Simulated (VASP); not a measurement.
# YNb2 (I4/mmm) in VASP: single point with PBE

Aim: the single point of YNb2 with PBE.

Program: VASP 6.6.1. These are calculated values, not measurements. Logs are shortened: lines on timing, memory, paths and dates and some standing lists are left out, and cuts for length are marked.

### Step 1. The cell of the first run

The structure is tetragonal, space group I4/mmm (No. 139). Conventional cell: a = 3.504 Å, b = 3.504 Å, c = 10.933 Å, α = 90.00°, β = 90.00°, γ = 90.00°. Y (site symmetry 4/mmm) has 10 Nb at 3.27 to 3.32 Å and 4 Y at 3.50 Å within 4.3 Å. Nb (site symmetry 4mm) has 8 Nb at 2.75 to 3.50 Å and 5 Y at 3.27 to 3.32 Å within 3.6 Å.

### Step 2. Single point, PBE

File INCAR:

```
SYSTEM = YNb2
PREC     = Accurate       ! precision mode
ENCUT    = 520            ! plane-wave cutoff, eV
EDIFF    = 1E-6           ! SCF threshold, eV
ISMEAR   = 0              ! smearing method
SIGMA    = 0.1            ! smearing width, eV
LREAL    = .FALSE.        ! projectors in reciprocal space
LASPH    = .TRUE.         ! aspherical terms in the spheres
NELM     = 80             ! most SCF steps
ALGO     = Fast           ! electronic algorithm
ISIF     = 2              ! what is computed and relaxed
LWAVE    = .FALSE.        ! write WAVECAR
LCHARG   = .TRUE.         ! write CHGCAR
GGA      = PE             ! functional
LELF     = .TRUE.         ! ELF
LVHAR    = .TRUE.       
NBANDS   = 26             ! bands
```

File KPOINTS:

```
regular mesh
0
G
  6 6 6
  0 0 0
```

File POSCAR:

```
YNb2
1.0
   -1.7520846319      1.7520846319      5.4663882860
    1.7520846319     -1.7520846319      5.4663882860
    1.7520846319      1.7520846319     -5.4663882860
Y Nb
1 2
Direct
    0.0000000000      0.0000000000      0.0000000000
    0.6958776569      0.6958776569      0.0000000000
    0.3041223431      0.3041223431      0.0000000000
```

Potentials or basis: VASP PAW PBE potentials, release 64 (Y_sv, Nb_sv).

Command:

```
$ cat potpaw_PBE.64/Y_sv/POTCAR potpaw_PBE.64/Nb_sv/POTCAR > POTCAR
$ mpirun -np 1 vasp_std > vasp.out
```

OUTCAR:

```text
SYSTEM = YNb2
   PREC = Accurate
   ENCUT = 520
   EDIFF = 1E-6
   ISMEAR = 0
   LREAL = .FALSE.
   LASPH = .TRUE.
   NELM = 80
   ISIF = 2
   GGA = PE

 ion  position               nearest neighbor table
   1  0.000  0.000  0.000-   2 3.27   3 3.27   2 3.27   3 3.27   2 3.27   3 3.27   3 3.27   2 3.27
                             2 3.32   3 3.32
   2  0.696  0.696  0.000-   3 2.75   3 2.75   3 2.75   3 2.75   1 3.27   1 3.27   1 3.27   1 3.27
                             1 3.32
   3  0.304  0.304  0.000-   2 2.75   2 2.75   2 2.75   2 2.75   1 3.27   1 3.27   1 3.27   1 3.27
                             1 3.32

  LATTYP: Found a body centered tetragonal cell.
 ALAT       =     3.5041692638
 C/A-ratio  =     3.1199339270

  Lattice vectors:

 A1 = (  -1.7520846319,   1.7520846319,   5.4663882860)
 A2 = (   1.7520846319,  -1.7520846319,   5.4663882860)
 A3 = (   1.7520846319,   1.7520846319,  -5.4663882860)

Analysis of symmetry for initial positions (statically):
=====================================================================
 Subroutine PRICEL returns:
 Original cell was already a primitive cell.

 Routine SETGRP: Setting up the symmetry group for a
 body centered tetragonal supercell.

 Subroutine GETGRP returns: Found 16 space group operations
 (whereof 16 operations were pure point group operations)
 out of a pool of 16 trial point group operations.

The static configuration has the point symmetry D_4h.

Analysis of symmetry for dynamics (positions and initial velocities):
=====================================================================
 Subroutine PRICEL returns:
 Original cell was already a primitive cell.

 Routine SETGRP: Setting up the symmetry group for a
 body centered tetragonal supercell.

 Subroutine GETGRP returns: Found 16 space group operations
 (whereof 16 operations were pure point group operations)
 out of a pool of 16 trial point group operations.

The dynamic configuration has the point symmetry D_4h.

 Subroutine INISYM returns: Found 16 space group operations
 (whereof 16 operations are pure point group operations),
 and found     1 'primitive' translations

----------------------------------------------------------------------------------------

                                     Primitive cell

  volume of cell :      67.1229

  direct lattice vectors                    reciprocal lattice vectors
    -1.752084632  1.752084632  5.466388286     0.000000000  0.285374343  0.091468072
     1.752084632 -1.752084632  5.466388286     0.285374343  0.000000000  0.091468072
     1.752084632  1.752084632 -5.466388286     0.285374343  0.285374343  0.000000000

  length of vectors
     6.001749912  6.001749912  6.001749912     0.299674696  0.299674696  0.403580266

  position of ions in fractional coordinates (direct lattice)
     0.000000000  0.000000000  0.000000000
     0.695877657  0.695877657  0.000000000
     0.304122343  0.304122343  0.000000000

  ion indices of the primitive-cell ions
   primitive index   ion index
                 1           1
                 2           2
                 3           3

----------------------------------------------------------------------------------------

 KPOINTS: regular mesh

Automatic generation of k-mesh.
 Grid dimensions read from file:
 generate k-points for:    6    6    6

 Generating k-lattice:

  Cartesian coordinates                     Fractional coordinates (reciprocal lattice)
     0.000000000  0.047562390  0.015244679     0.166666667  0.000000000 -0.000000000
     0.047562390  0.000000000  0.015244679     0.000000000  0.166666667 -0.000000000
     0.047562390  0.047562390  0.000000000     0.000000000  0.000000000  0.166666667

  Length of vectors
     0.049945783  0.049945783  0.067263378

  Shift w.r.t. Gamma in fractional coordinates (k-lattice)
     0.000000000  0.000000000  0.000000000

 Subroutine IBZKPT returns following result:
 ===========================================

 Found     30 irreducible k-points:

 Following reciprocal coordinates:
            Coordinates               Weight
  0.000000  0.000000  0.000000      1.000000
  0.166667  0.000000 -0.000000      8.000000
  0.333333  0.000000  0.000000      8.000000
  0.500000  0.000000  0.000000      4.000000
  0.166667  0.166667 -0.000000      8.000000
  0.333333  0.166667  0.000000     16.000000
[... 16 lines left out ...]
 -0.333333 -0.333333  0.166667      8.000000
 -0.166667 -0.333333  0.166667      8.000000
 [... further k-points ...]
   k-points           NKPTS =     30   k-points in BZ     NKDIM =     30   number of bands    NBANDS=     26
   number of dos      NEDOS =    301   number of ions     NIONS =      3
   total plane-waves  NPLWV = 110592
   dimension x,y,z NGX =    48 NGY =   48 NGZ =   48
   dimension x,y,z NGXF=    96 NGYF=   96 NGZF=   96
   ions per type =               1   2
   NGX,Y,Z   is equivalent  to a cutoff of  13.30, 13.30, 13.30 a.u.
   NGXF,Y,Z  is equivalent  to a cutoff of  26.59, 26.59, 26.59 a.u.
 SYSTEM =  YNb2
   PREC   = accura    normal or accurate (medium, high low for compatibility)
   ISTART =      0    job   : 0-new  1-cont  2-samecut
   ICHARG =      2    charge: 1-file 2-atom 10-const
   ISPIN  =      1    spin polarized calculation?
   LNONCOLLINEAR =      F non collinear calculations
   LSORBIT =      F    spin-orbit coupling
   LASPH  =      T    aspherical Exc in radial PAW
   ENCUT  =  520.0 eV  38.22 Ry    6.18 a.u.  11.16 11.16 11.16*2*pi/ulx,y,z
   NELM   =     80;   NELMIN=  2; NELMDL= -5     # of ELM steps
   EDIFF  = 0.1E-05   stopping-criterion for ELM
   LREAL  =      F    real-space projection
   EDIFFG = 0.1E-04   stopping-criterion for IOM
   NSW    =      0    number of steps for IOM
   IBRION =     -1    ionic relax: 0-MD 1-quasi-New 2-CG
   NFREE  =      0    steps in history (QN), initial steepest desc. (CG)
   ISIF   =      2    stress and relaxation
   ISYM   =      2    0-nonsym 1-usesym 2-fastsym
   POTIM  = 0.5000    time-step for ionic-motion
   TEBEG  =    0.0;   TEEND  =   0.0 temperature during run
   PSTRESS=    0.0 pullay stress
   NELECT =      37.0000    total number of electrons
   NUPDOWN=      -1.0000    fix difference up-down
   EMIN   =  10.00;   EMAX   =-10.00  energy-range for DOS
   EFERMI =   0.00;   METHOD = LEGACY
   ISMEAR =     0;   SIGMA  =   0.10  broadening in eV -4-tet -1-fermi 0-gaus
   EFERMI_NEDOS =   21; number of points for ismear=-14 and -15
   IALGO  =     68    algorithm
   IMIX   =      4    mixing-type and parameters
     AMIX     =   0.40;   BMIX     =  1.00
     AMIX_MAG =   1.60;   BMIX_MAG =  1.00
  volume/ion in A,a.u.               =      22.37       150.99
  Fermi-wavevector in a.u.,A,eV,Ry     =   1.342307  2.536592 24.514816  1.801788
  Thomas-Fermi vector in A             =   2.470471
   LORBIT       =      0    0 simple, 1 ext, 2 COOP (PROOUT), +10 PAW based schemes
   GGA     = PE    functional components
   LHFCALC =     F    Hartree Fock is set to
   AEXX    =    0.0000 exact exchange contribution
   IVDW    =     0    specifies the selected vdW correction
   LEPSILON=     F    determine dielectric tensor
   LRPA    =     F    only Hartree local field effects (RPA)
 non-spin polarized calculation
 RMM-DIIS sequential band-by-band and
 Gauss-broadening in eV      SIGMA  =   0.10
  energy-cutoff  :      520.00
  volume of cell :       67.12
 maximum number of plane-waves:      1849
 NGX is ok and might be reduce to    48
   NGX = 23   NGY = 23   NGZ = 23

 number of electron      37.0000001 magnetization

 Free energy of the ion-electron system (eV)
  ---------------------------------------------------
  ext. energy  EPLUGINS =         0.00000000
  ---------------------------------------------------
  free energy    TOTEN  =       -26.32674934 eV

  energy without entropy =      -26.31030919  energy(sigma->0) =      -26.31852927

 E-fermi :   7.4904     XC(G=0): -11.2104

 val. band max:        7.4515078215   @ k =   0.3333   0.1667   0.0000
 cond. band min:       7.5092085822   @ k =   0.1667   0.1667   0.1667
 fundamental gap:      0.0577007607
 Fermi energy:         7.4904005990

 k-point     1 :       0.0000    0.0000    0.0000
  band No.  band energies     occupation
      1     -46.9929      2.00000
      2     -46.6696      2.00000
      3     -34.6214      2.00000
      4     -23.2483      2.00000
      5     -23.2483      2.00000
      6     -23.1163      2.00000
[... 18 lines left out ...]
     25      10.9197      0.00000
     26      11.0111      0.00000

 k-point     2 :       0.1667    0.0000   -0.0000
  band No.  band energies     occupation
      1     -46.9695      2.00000
      2     -46.6894      2.00000
      3     -34.6140      2.00000
      4     -23.3197      2.00000
      5     -23.1915      2.00000
      6     -23.1565      2.00000
[... 18 lines left out ...]
     25      10.4447      0.00000
     26      11.0954      0.00000

 k-point     3 :       0.3333    0.0000    0.0000
  band No.  band energies     occupation
      1     -46.9067      2.00000
      2     -46.7449      2.00000
      3     -34.5993      2.00000
      4     -23.3910      2.00000
      5     -23.2605      2.00000
      6     -23.0363      2.00000
[... 18 lines left out ...]
     25      10.6676      0.00000
     26      11.9533      0.00000

 k-point     4 :       0.5000    0.0000    0.0000
  band No.  band energies     occupation
      1     -46.8241      2.00000
      2     -46.8239      2.00000
      3     -34.5919      2.00000
      4     -23.3696      2.00000
      5     -23.3602      2.00000
      6     -22.8245      2.00000
[... 18 lines left out ...]
     25      11.4969      0.00000
     26      11.5034      0.00000
[... 496 lines left out ...]
      1     -46.9066      2.00000
      2     -46.7450      2.00000
      3     -34.5996      2.00000
      4     -23.3890      2.00000
      5     -23.2573      2.00000
      6     -23.0367      2.00000
[... 18 lines left out ...]
     25      10.7959      0.00000
     26      11.6607      0.00000

 k-point    23 :      -0.3333   -0.3333    0.1667
  band No.  band energies     occupation
      1     -46.9486      2.00000
      2     -46.7063      2.00000
      3     -34.6071      2.00000
      4     -23.3192      2.00000
      5     -23.2227      2.00000
      6     -23.1900      2.00000
[... 18 lines left out ...]
     25      10.8657      0.00000
     26      11.6713      0.00000

 k-point    24 :      -0.1667   -0.3333    0.1667
  band No.  band energies     occupation
      1     -46.9693      2.00000
      2     -46.6895      2.00000
      3     -34.6144      2.00000
      4     -23.3184      2.00000
      5     -23.1920      2.00000
      6     -23.1532      2.00000
[... 18 lines left out ...]
     25      10.8966      0.00000
     26      11.2013      0.00000

 [... further k-points ...]

------------------------ aborting loop because EDIFF is reached ----------------------------------------

  FORCE on cell =-STRESS in cart. coord.  units (eV):
  Direction    XX          YY          ZZ          XY          YZ          ZX
  --------------------------------------------------------------------------------------
  -------------------------------------------------------------------------------------
  Total       -0.0568535     -0.0568535     -0.0077744      0.0000000      0.0000000     -0.0000000
  in kB       -1.3570535     -1.3570535     -0.1855688      0.0000000      0.0000000     -0.0000000
  external PRESSURE =      -0.9665586 kB  Pullay stress =       0.0000000 kB

 VOLUME and BASIS-vectors are now :
 -----------------------------------------------------------------------------
  energy-cutoff  :      520.00
  volume of cell :       67.12
      direct lattice vectors                 reciprocal lattice vectors
    -1.752084632  1.752084632  5.466388286     0.000000000  0.285374343  0.091468072
     1.752084632 -1.752084632  5.466388286     0.285374343  0.000000000  0.091468072
     1.752084632  1.752084632 -5.466388286     0.285374343  0.285374343  0.000000000

 POSITION                                       TOTAL-FORCE (eV/Angst)
 -----------------------------------------------------------------------------------
      0.00000      0.00000      0.00000        -0.000000     -0.000000      0.000000
      0.00000      0.00000      7.60787        -0.000000     -0.000000      0.003913
      0.00000      0.00000      3.32490         0.000000      0.000000     -0.003913
 -----------------------------------------------------------------------------------
    total drift:                               -0.000000     -0.000000     -0.000000

  FREE ENERGIE OF THE ION-ELECTRON SYSTEM (eV)
  ---------------------------------------------------
  free  energy   TOTEN  =       -26.3267493425 eV

  energy  without entropy=      -26.3103091924  energy(sigma->0) =      -26.31852927
```

Wall time 7.1 min (1 thread of Intel Xeon Platinum 8259CL at 2.50GHz (Skylake/Cascade Lake), shared host); peak memory 0.38 GiB.

What came out:

```yaml
Free_energy: -26.3267 eV
Pressure: -0.1 GPa
Largest_force: 0.004 eV/Å
Band_gap_on_the_k_mesh: zero (an odd number of electrons rules out a gap without spin polarisation)
```

Forces in eV/Å, atoms in the order of the input:
```
Y    0.000  0.000  0.000
Nb   0.000  0.000  0.004
Nb   0.000  0.000 -0.004
```
